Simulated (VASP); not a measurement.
Wanted: the native input for a VASP 6.6.1 run.

```
Task                   : single point
Functional             : PBE
Potentials or basis    : VASP PAW PBE potentials, release 64 (Na_pv, H)
Cutoff                 : 520 eV
k mesh                 : 10 × 10 × 10
Occupations            : fermi-dirac, width 0.02 eV
Spin                   : no spin polarisation
Dipole correction      : no
Further INCAR settings : ALGO = Normal; EDIFF = 1e-06; NBANDS = 11
```

The structure of NaH lies in POSCAR:

```
NaH
1.0
    0.0535444411      2.4510567283      2.4510567283
    2.4510567283      0.0535444411      2.4510567283
    2.4510567283      2.4510567283      0.0535444411
Na H
1 1
Direct
    0.0000000000      0.0000000000      0.0000000000
    0.5000000000      0.5000000000      0.5000000000
```

This cell differs from its parent crystal: strain along [111] +3.4%.

These files were run (other wordings do the same):

INCAR

```
SYSTEM = NaH
  PREC = Accurate
  ENCUT = 520
  EDIFF = 1E-6
  ISMEAR = -1
  SIGMA = 0.02
  LREAL = .False.
  LASPH = .True.
  NELM = 100
  ALGO = Normal
  ISIF = 2
  LWAVE = .False.
  LCHARG = .True.
  GGA = PE
  LELF = .True.
  LVHAR = .True.
  NBANDS = 11
```

KPOINTS

```
regular mesh
0
Gamma
  10 10 10
  0 0 0
```

Potentials or basis: VASP PAW PBE potentials, release 64 (Na_pv, H).

Command:

```console
$ cat potpaw_PBE.64/Na_pv/POTCAR potpaw_PBE.64/H/POTCAR > POTCAR
$ mpirun -np 1 vasp_std > vasp.out
```

It gave:

The pressure is -0.3 GPa and the band gap on the k mesh is 3.56 eV, indirect (least direct gap 4.53 eV).

Caveat: the cell differs from its parent crystal (strain along [111] +3.4%).

It took 42 s on 1 thread of Intel(R) Xeon(R) Platinum 8259CL CPU @ 2.50GHz (Skylake/Cascade Lake), on a shared host, peak memory 0.17 GiB.
